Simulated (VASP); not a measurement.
# Ca3Lu (Pm-3m) in VASP: notebook, part 2 of 3

VASP 6.6.1. Earlier steps stand in the parts before.

## (4) Relaxation of cell and atoms, PBE, target pressure 20 GPa, at which the enthalpy is minimised

INCAR

```
SYSTEM = Ca3Lu
  ALGO = Normal
  EDIFF = 1E-7
  EDIFFG = -0.01
  ENCUT = 600
  GGA = PE
  IBRION = 2
  ISIF = 3
  ISMEAR = -1
  LASPH = .True.
  LCHARG = .False.
  LREAL = .False.
  LWAVE = .False.
  NELM = 100
  NSW = 60
  PREC = Accurate
  PSTRESS = 200.0
  SIGMA = 0.05
```

KPOINTS

```
k-points
0
Gamma
  5 5 5
  0 0 0
```

POSCAR

```
Ca3Lu
1.0
    5.3617750000      0.0000000000      0.0000000000
    0.0000000000      5.3617750000      0.0000000000
    0.0000000000      0.0000000000      5.3617750000
Lu Ca
1 3
Direct
    0.5000000000      0.5000000000      0.5000000000
    0.0000000000      0.0000000000      0.5000000000
    0.0000000000      0.5000000000      0.0000000000
    0.5000000000      0.0000000000      0.0000000000
```

Potentials or basis: VASP PAW PBE potentials, release 64 (Lu, Ca_sv).

Started as:

```bash
cat potpaw_PBE.64/Lu/POTCAR potpaw_PBE.64/Ca_sv/POTCAR > POTCAR
mpirun -np 1 vasp_std > vasp.out
```

OUTCAR:

```text
SYSTEM = Ca3Lu
   EDIFF = 1E-7
   EDIFFG = -0.01
   ENCUT = 600
   GGA = PE
   IBRION = 2
   ISIF = 3
   ISMEAR = -1
   LASPH = .True.
   LREAL = .False.
   NELM = 100
   NSW = 60
   PREC = Accurate
   PSTRESS = 200.0

 ion  position               nearest neighbor table
   1  0.500  0.500  0.500-
   2  0.000  0.000  0.500-
   3  0.000  0.500  0.000-
   4  0.500  0.000  0.000-

  LATTYP: Found a simple cubic cell.
 ALAT       =     5.3617750000

  Lattice vectors:

 A1 = (   5.3617750000,   0.0000000000,   0.0000000000)
 A2 = (   0.0000000000,   5.3617750000,   0.0000000000)
 A3 = (   0.0000000000,   0.0000000000,   5.3617750000)

Analysis of symmetry for initial positions (statically):
=====================================================================
 Subroutine PRICEL returns:
 Original cell was already a primitive cell.

 Routine SETGRP: Setting up the symmetry group for a
 simple cubic supercell.

 Subroutine GETGRP returns: Found 48 space group operations
 (whereof 48 operations were pure point group operations)
 out of a pool of 48 trial point group operations.

The static configuration has the point symmetry O_h .

Analysis of symmetry for dynamics (positions and initial velocities):
=====================================================================
 Subroutine PRICEL returns:
 Original cell was already a primitive cell.

 Routine SETGRP: Setting up the symmetry group for a
 simple cubic supercell.

 Subroutine GETGRP returns: Found 48 space group operations
 (whereof 48 operations were pure point group operations)
 out of a pool of 48 trial point group operations.

The dynamic configuration has the point symmetry O_h .

 Subroutine INISYM returns: Found 48 space group operations
 (whereof 48 operations are pure point group operations),
 and found     1 'primitive' translations

----------------------------------------------------------------------------------------

                                     Primitive cell

  volume of cell :     154.1437

  direct lattice vectors                    reciprocal lattice vectors
     5.361775000  0.000000000  0.000000000     0.186505402  0.000000000  0.000000000
     0.000000000  5.361775000  0.000000000     0.000000000  0.186505402  0.000000000
     0.000000000  0.000000000  5.361775000     0.000000000  0.000000000  0.186505402

  length of vectors
     5.361775000  5.361775000  5.361775000     0.186505402  0.186505402  0.186505402

  position of ions in fractional coordinates (direct lattice)
     0.500000000  0.500000000  0.500000000
     0.000000000  0.000000000  0.500000000
     0.000000000  0.500000000  0.000000000
     0.500000000  0.000000000  0.000000000

  ion indices of the primitive-cell ions
   primitive index   ion index
                 1           1
                 2           2
                 3           3
                 4           4

----------------------------------------------------------------------------------------

 KPOINTS: k-points

Automatic generation of k-mesh.
 Grid dimensions read from file:
 generate k-points for:    5    5    5

 Generating k-lattice:

  Cartesian coordinates                     Fractional coordinates (reciprocal lattice)
     0.037301080  0.000000000  0.000000000     0.200000000  0.000000000  0.000000000
     0.000000000  0.037301080  0.000000000     0.000000000  0.200000000  0.000000000
     0.000000000  0.000000000  0.037301080     0.000000000  0.000000000  0.200000000

  Length of vectors
     0.037301080  0.037301080  0.037301080

  Shift w.r.t. Gamma in fractional coordinates (k-lattice)
     0.000000000  0.000000000  0.000000000

 Subroutine IBZKPT returns following result:
 ===========================================

 Found     10 irreducible k-points:

 Following reciprocal coordinates:
            Coordinates               Weight
  0.000000  0.000000  0.000000      1.000000
  0.200000  0.000000  0.000000      6.000000
  0.400000  0.000000  0.000000      6.000000
  0.200000  0.200000  0.000000     12.000000
  0.400000  0.200000  0.000000     24.000000
  0.400000  0.400000  0.000000     12.000000
  0.200000  0.200000  0.200000      8.000000
  0.400000  0.200000  0.200000     24.000000
  0.400000  0.400000  0.200000     24.000000
  0.400000  0.400000  0.400000      8.000000
   k-points           NKPTS =     10   k-points in BZ     NKDIM =     10   number of bands    NBANDS=     33
   number of dos      NEDOS =    301   number of ions     NIONS =      4
   total plane-waves  NPLWV = 110592
   dimension x,y,z NGX =    48 NGY =   48 NGZ =   48
   dimension x,y,z NGXF=    96 NGYF=   96 NGZF=   96
   ions per type =               1   3
   NGX,Y,Z   is equivalent  to a cutoff of  14.88, 14.88, 14.88 a.u.
   NGXF,Y,Z  is equivalent  to a cutoff of  29.77, 29.77, 29.77 a.u.
 SYSTEM =  Ca3Lu
   PREC   = accura    normal or accurate (medium, high low for compatibility)
   ISTART =      0    job   : 0-new  1-cont  2-samecut
   ICHARG =      2    charge: 1-file 2-atom 10-const
   ISPIN  =      1    spin polarized calculation?
   LNONCOLLINEAR =      F non collinear calculations
   LSORBIT =      F    spin-orbit coupling
   LASPH  =      T    aspherical Exc in radial PAW
   ENCUT  =  600.0 eV  44.10 Ry    6.64 a.u.  10.71 10.71 10.71*2*pi/ulx,y,z
   NELM   =    100;   NELMIN=  2; NELMDL= -5     # of ELM steps
   EDIFF  = 0.1E-06   stopping-criterion for ELM
   LREAL  =      F    real-space projection
   EDIFFG = -.1E-01   stopping-criterion for IOM
   NSW    =     60    number of steps for IOM
   IBRION =      2    ionic relax: 0-MD 1-quasi-New 2-CG
   NFREE  =      1    steps in history (QN), initial steepest desc. (CG)
   ISIF   =      3    stress and relaxation
   ISYM   =      2    0-nonsym 1-usesym 2-fastsym
   POTIM  = 0.5000    time-step for ionic-motion
   TEBEG  =    0.0;   TEEND  =   0.0 temperature during run
   PSTRESS=  200.0 pullay stress
   NELECT =      55.0000    total number of electrons
   NUPDOWN=      -1.0000    fix difference up-down
   EMIN   =  10.00;   EMAX   =-10.00  energy-range for DOS
   EFERMI =   0.00;   METHOD = LEGACY
   ISMEAR =    -1;   SIGMA  =   0.05  broadening in eV -4-tet -1-fermi 0-gaus
   EFERMI_NEDOS =   21; number of points for ismear=-14 and -15
   IALGO  =     38    algorithm
   IMIX   =      4    mixing-type and parameters
     AMIX     =   0.40;   BMIX     =  1.00
     AMIX_MAG =   1.60;   BMIX_MAG =  1.00
  volume/ion in A,a.u.               =      38.54       260.05
  Fermi-wavevector in a.u.,A,eV,Ry     =   1.161147  2.194249 18.344218  1.348262
  Thomas-Fermi vector in A             =   2.297722
   LORBIT       =      0    0 simple, 1 ext, 2 COOP (PROOUT), +10 PAW based schemes
   GGA     = PE    functional components
   LHFCALC =     F    Hartree Fock is set to
   AEXX    =    0.0000 exact exchange contribution
   IVDW    =     0    specifies the selected vdW correction
   LEPSILON=     F    determine dielectric tensor
   LRPA    =     F    only Hartree local field effects (RPA)
 conjugate gradient relaxation of ions
 non-spin polarized calculation
  energy-cutoff  :      600.00
  volume of cell :      154.14
 maximum number of plane-waves:      5177
 NGX is ok and might be reduce to    48
   NGX = 21   NGY = 21   NGZ = 21

--------------------------------------- Ionic step        1  -------------------------------------------

 number of electron      54.9999993 magnetization

 Free energy of the ion-electron system (eV)
  ---------------------------------------------------
  ext. energy  EPLUGINS =         0.00000000
  ---------------------------------------------------
  free energy    TOTEN  =        -9.72032109 eV

  energy without entropy =       -9.66945370  energy(sigma->0) =       -9.69488740

 E-fermi :   2.0726     XC(G=0):  -8.3774

 val. band max:        2.0713312018   @ k =   0.4000   0.4000   0.4000
 cond. band min:       2.0842098948   @ k =   0.4000   0.0000   0.0000
 fundamental gap:      0.0128786930
 Fermi energy:         2.0725849539

 k-point     1 :       0.0000    0.0000    0.0000
  band No.  band energies     occupation
      1     -55.3749      2.00000
      2     -39.6031      2.00000
      3     -39.5823      2.00000
      4     -39.5823      2.00000
      5     -25.9768      2.00000
      6     -25.9768      2.00000
[... 466 lines left out ...]
  enthalpy is  TOTEN    =         4.9533987351 eV   P V=       12.1476811081

--------------------------------------- Ionic step        4  -------------------------------------------

 number of electron      55.0000007 magnetization

 Free energy of the ion-electron system (eV)
  ---------------------------------------------------
  ext. energy  EPLUGINS =         0.00000000
  ---------------------------------------------------
  free energy    TOTEN  =        -7.06083547 eV

  energy without entropy =       -7.01689586  energy(sigma->0) =       -7.03886567

 E-fermi :   4.2782     XC(G=0): -10.1905

 val. band max:        4.2523916497   @ k =   0.2000   0.2000   0.0000
 cond. band min:       4.2977431618   @ k =   0.2000   0.2000   0.2000
 fundamental gap:      0.0453515121
 Fermi energy:         4.2782205921

 k-point     1 :       0.0000    0.0000    0.0000
  band No.  band energies     occupation
      1     -52.0128      2.00000
      2     -36.3388      2.00000
      3     -36.1839      2.00000
      4     -36.1839      2.00000
      5     -22.7359      2.00000
      6     -22.7359      2.00000
[... 380 lines left out ...]
  FREE ENERGIE OF THE ION-ELECTRON SYSTEM (eV)
  ---------------------------------------------------
  free  energy   TOTEN  =        -7.0608354748 eV

  energy  without entropy=       -7.0168958614  energy(sigma->0) =       -7.03886567

  enthalpy is  TOTEN    =         4.9503165213 eV   P V=       12.0111519962

 reached required accuracy - stopping structural energy minimisation
```

Run time: 5.2 min. Hardware: 1 thread of Intel Xeon 6975P-C (Granite Rapids), shared host; peak memory 0.4 GiB.

Results:

```yaml
Free_energy: -7.0608 eV
Relaxed_volume: 24.05 Å³/atom
Relaxed_cell: a = 4.582 Å, b = 4.582 Å, c = 4.582 Å, α = 90.00°, β = 90.00°, γ = 90.00°
Space_group_after_relaxing_to_0.1_Å: Pm-3m (No. 221)
Energy_change_on_relaxing_the_run_minimises_the_enthalpy: +664.9 meV/atom
Ionic_steps: 4
Pressure_after_relaxing: 19.9 GPa
Band_gap_on_the_k_mesh: zero (an odd number of electrons rules out a gap without spin polarisation)
```

Step by step:
| step | energy change (eV) | largest force (eV/Å) | pressure (GPa) | volume (Å³) |
| --- | --- | --- | --- | --- |
| 1 | 0.0000 | 0.0000 | 0.03 | 154.14 |
| 2 | 8.1291 | 0.0000 | 51.63 | 69.89 |
| 3 | 2.5260 | 0.0000 | 19.15 | 97.31 |
| 4 | 2.6595 | 0.0000 | 19.95 | 96.22 |

Final structure:
```yaml
crystal:
  lattice:
    - [4.58235, 0.00000, 0.00000]
    - [0.00000, 4.58235, 0.00000]
    - [0.00000, 0.00000, 4.58235]
  atoms:
    - { symbol: Lu, position: [0.50000, 0.50000, 0.50000] }
    - { symbol: Ca, position: [0.00000, 0.00000, 0.50000] }
    - { symbol: Ca, position: [0.00000, 0.50000, 0.00000] }
    - { symbol: Ca, position: [0.50000, 0.00000, 0.00000] }
```

Levels at points of the mesh, in eV from the Fermi level:
```
           k point  band 23  band 24  band 25  band 26  band 27  band 28  band 29  band 30  band 31  band 32
(0.00, 0.00, 0.00)    -5.11    -5.11    -1.74    -1.74    -1.39    -0.38    -0.38    -0.38     2.97     2.97
```

Caveat: the cell is relaxed towards a set pressure, so the run minimises the enthalpy, not the energy; the volume moved by over 15 % at a fixed basis, so the end points are rough; spin-orbit coupling is left out, which moves the levels of the heavy elements.

[end of part 2 of 3]
